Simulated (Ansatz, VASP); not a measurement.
# One calculation of MgO, two programs

File INCAR:

```
PREC     = Accurate       # precision mode
ENCUT    = 520            # plane-wave cutoff, eV
EDIFF    = 1E-6           # SCF threshold, eV
ISMEAR   = 0              # smearing method
SIGMA    = 0.05           # smearing width, eV
LREAL    = F              # projectors in reciprocal space
LASPH    = T              # aspherical terms in the spheres
NELM     = 80             # most SCF steps
ALGO     = Normal         # electronic algorithm
ISIF     = 2              # what is computed and relaxed
LWAVE    = F              # write WAVECAR
LCHARG   = T              # write CHGCAR
LELF     = T              # ELF
LVHAR    = T            
NBANDS   = 36             # bands
```

File KPOINTS:

```
regular mesh
0
Gamma
  9 9 2
```

The input POSCAR:

```
MgO
1.0
    2.1351500000     -2.1351500000      0.0000000000
    2.1351500000      0.0000000000     -2.1351500000
    8.3673949192      8.3673949192      8.3673949192
Mg O
6 6
Direct
    0.6666666667      0.6666666667      0.0425291667
    0.0000000000      0.0000000000      0.8931125006
    0.3333333333      0.3333333333      0.2126458335
    0.6666666667      0.6666666667      0.5528791671
    0.0000000000      0.0000000000      0.3827625003
    0.3333333333      0.3333333333      0.7229958338
    0.6666666667      0.6666666667      0.2977041669
    0.0000000000      0.0000000000      0.1275875001
    0.3333333333      0.3333333333      0.4678208337
    0.6666666667      0.6666666667      0.8080541672
    1.0000000000      1.0000000000      0.6379375004
    0.3333333333      0.3333333333      0.9781708340
```

Input for Ansatz:

```yaml
crystal:
  lattice:
    - [2.13515, -2.13515, 0.0]
    - [2.13515, 0.0, -2.13515]
    - [8.3673949192, 8.3673949192, 8.3673949192]
  atoms:
    - { symbol: Mg, position: [0.6666666667, 0.6666666667, 0.0425291667] }
    - { symbol: Mg, position: [0.0, 0.0, 0.8931125006] }
    - { symbol: Mg, position: [0.3333333333, 0.3333333333, 0.2126458335] }
    - { symbol: Mg, position: [0.6666666667, 0.6666666667, 0.5528791671] }
    - { symbol: Mg, position: [0.0, 0.0, 0.3827625003] }
    - { symbol: Mg, position: [0.3333333333, 0.3333333333, 0.7229958338] }
    - { symbol: O, position: [0.6666666667, 0.6666666667, 0.2977041669] }
    - { symbol: O, position: [0.0, 0.0, 0.1275875001] }
    - { symbol: O, position: [0.3333333333, 0.3333333333, 0.4678208337] }
    - { symbol: O, position: [0.6666666667, 0.6666666667, 0.8080541672] }
    - { symbol: O, position: [1.0, 1.0, 0.6379375004] }
    - { symbol: O, position: [0.3333333333, 0.3333333333, 0.978170834] }
basis:
  ecutwfc: 420
kpoints:
  mp_grid: { grid: [9, 9, 2] }
hamiltonian:
  xc: lda
scf:
  occupations: { method: gaussian, width: 0.05 }
output:
  forces: true
  stress: true
  eigenvalues: true
  write_density: true
  write_potential: true
  elf: true
  volumetric_format: npy
```

Alike in both runs: task single point; functional LDA; k mesh 9 × 9 × 2; occupations gaussian, width 0.05 eV; no spin polarisation.

```csv
,VASP,Ansatz
version,VASP 6.6.1,Ansatz 0.2.0
potentials or method,"VASP PAW LDA potentials, release 64 (Mg, O), cutoff 520 eV","scalar-relativistic, plane waves, PAW"
valence electrons in the cell,48,96
```

```csv
,VASP,Ansatz,Ansatz less VASP
gap on the k mesh at the Fermi level (eV),3.64,3.66,+0.023
least direct gap on the mesh (eV),3.64,3.66,+0.023
pressure (GPa),-9.7,-8.1,+1.64
"traceless stress, the component that is largest in VASP (GPa)",1.40,1.39,-0.011
rms of the force components (eV/Å),0.722,0.709,-0.0131
```

LDA's correlation is that of Perdew and Zunger in VASP and of Perdew and Wang (1992) in Ansatz. Atom by atom the forces differ by 0.014 eV/Å (rms over components). VASP's potentials hold 48 valence electrons a cell and Ansatz's 96, so a difference there can come from the potentials and not from the codes.
